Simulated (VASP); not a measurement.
Set up this calculation in VASP 6.6.1, as the native input.

```yaml
Task: electric field gradients
Functional: r2SCAN
Potentials_or_basis: VASP PAW PBE potentials, release 64 (Ga_d)
Cutoff: 520 eV
k_mesh: 9 × 9 × 9
Occupations: fermi-dirac, width 0.05 eV
Spin: no spin polarisation
Dipole_correction: no
Further_INCAR_settings: ALGO = Normal; EDIFF = 1e-08; NBANDS = 20
```

Ga:

```
CELL_PARAMETERS angstrom
0.00000 2.87445 2.87445
2.87445 0.00000 2.87445
2.87445 2.87445 0.00000
ATOMIC_POSITIONS crystal
Ga 0.76250 0.91250 0.91250
Ga 0.23750 0.08750 0.08750
```

This cell differs from its parent crystal: shortest bond scaled by 0.7.

One way to write it, as run:

POSCAR

```
Ga
1.0
    0.0000000000      2.8744485395      2.8744485395
    2.8744485395      0.0000000000      2.8744485395
    2.8744485395      2.8744485395      0.0000000000
Ga
2
Direct
   -0.2375000000     -0.0875000000     -0.0875000000
    0.2375000000      0.0875000000      0.0875000000
```

INCAR.step1

```
ALGO = Normal
EDIFF = 1E-4
ENCUT = 520
GGA = PE
ISMEAR = -1
LASPH = True
LCHARG = False
LREAL = False
LWAVE = True
NBANDS = 20
NELM = 80
PREC = Accurate
SIGMA = 0.05
```

INCAR.step2

```
ALGO = Normal
EDIFF = 1E-8
ENCUT = 520
ISIF = 2
ISMEAR = -1
ISTART = 1
LASPH = True
LCHARG = False
LEFG = True
LMIXTAU = True
LREAL = False
LWAVE = False
METAGGA = R2SCAN
NBANDS = 20
NELM = 80
PREC = Accurate
SIGMA = 0.05
```

KPOINTS

```
k-points
0
Gamma
  9 9 9
```

Potentials or basis: VASP PAW PBE potentials, release 64 (Ga_d).

Run with:

```bash
$ cat potpaw_PBE.64/Ga_d/POTCAR > POTCAR
$ cp INCAR.step1 INCAR
$ mpirun -np 1 vasp_std > vasp.out
$ cp INCAR.step2 INCAR
$ mpirun -np 1 vasp_std > vasp.out
```

Results of the run:

The pressure is 32.2 GPa. The largest force is 21.044 eV/Å and the band gap on the k mesh is zero (band 13 reaches 6.20 eV, above the bottom of band 14 at 1.77 eV).

Caveat: the cell differs from its parent crystal (shortest bond scaled by 0.7); without QUAD_EFG the Cq values of the log hold for a quadrupole moment of 1 mb, not for the nuclei; the PAW data sets were made with another functional, which shifts forces and pressure a little.

Run time: 7.8 min on 1 thread of AMD EPYC 7R13 Processor (Zen 3) (shared host), peak memory 0.17 GiB.
